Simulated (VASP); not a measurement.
Write the native input for VASP 6.6.1 that does the following.

```yaml
Task: single point
Functional: PBEsol
Dispersion: D3(BJ)
Potentials_or_basis: VASP PAW PBE potentials, release 64 (Bi_d)
Cutoff: 520 eV
k_mesh: 9 × 9 × 9
Occupations: fermi-dirac, width 0.05 eV
Spin: no spin polarisation
Dipole_correction: no
Further_INCAR_settings: ALGO = Normal; EDIFF = 1e-06; NBANDS = 14
```

The structure of Bi lies in POSCAR:

```
Bi
1.0
   -1.9814305318      1.9814305318      1.9814305318
    1.9814305318     -1.9814305318      1.9814305318
    1.9814305318      1.9814305318     -1.9814305318
Bi
1
Direct
    0.0000000000      0.0000000000      0.0000000000
```

These files were run (other wordings do the same):

INCAR

```
ALGO = Normal
EDIFF = 1E-6
ENCUT = 520
GGA = PS
ISIF = 2
ISMEAR = -1
IVDW = 12
LASPH = True
LCHARG = False
LREAL = False
LWAVE = False
NBANDS = 14
NELM = 100
PREC = Accurate
SIGMA = 0.05
```

KPOINTS

```
k-points
0
Gamma
  9 9 9
```

Potentials or basis: VASP PAW PBE potentials, release 64 (Bi_d).

Run with:

```sh
$ cat potpaw_PBE.64/Bi_d/POTCAR > POTCAR
$ mpirun -np 1 vasp_std > vasp.out
```

Results of the run:

| Item | Value |
| --- | --- |
| Pressure | -4.9 GPa |
| Dispersion energy per atom | -0.523 eV |

Caveat: three body term missing; the PAW data sets were made with another functional, which shifts forces and pressure a little; pairwise dispersion overbinds metals, which lowers pressure and volume.

Run time: 27 s on 1 thread of Intel Xeon 8259CL (shared host), peak memory 0.17 GiB.
